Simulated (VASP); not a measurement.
Here is a VASP 6.6.1 calculation.

Contents of INCAR:

```
SYSTEM = CoO
ALGO = Normal ; EDIFF = 1E-6
ENCUT = 600 ; GGA = PS
GGA_COMPAT = .FALSE. ; ISIF = 2
ISMEAR = 0 ; ISPIN = 2
LASPH = .TRUE. ; LCHARG = .TRUE.
LELF = .TRUE. ; LMAXMIX = 4
LORBIT = 11 ; LREAL = .FALSE.
LVHAR = .TRUE. ; LWAVE = .FALSE.
MAGMOM = 0 0 ; NBANDS = 18
NELM = 200 ; NUPDOWN = 0.0
PREC = Accurate ; SIGMA = 0.05
```

Contents of KPOINTS:

```
k-points
0
G
  7 7 7
  0 0 0
```

File POSCAR:

```
CoO
1.0
    0.0000000000      2.3436418400      2.3436418400
    2.3436418400      0.0000000000      2.3436418400
    2.3436418400      2.3436418400      0.0000000000
Co O
1 1
Direct
    0.0000000000      0.0000000000      0.0000000000
    0.2500000000      0.2500000000      0.2500000000
```

Potentials or basis: VASP PAW PBE potentials, release 64 (Co, O).

Launch:

```console
$ cat potpaw_PBE.64/Co/POTCAR potpaw_PBE.64/O/POTCAR > POTCAR
$ mpirun -np 1 vasp_std > vasp.out
```

**Question.** Estimate the pressure.

**Answer.** -30.7 GPa.

Caveat: the PAW data sets were made with another functional, which shifts forces and pressure a little; the total moment is fixed, so each spin has its own Fermi level.
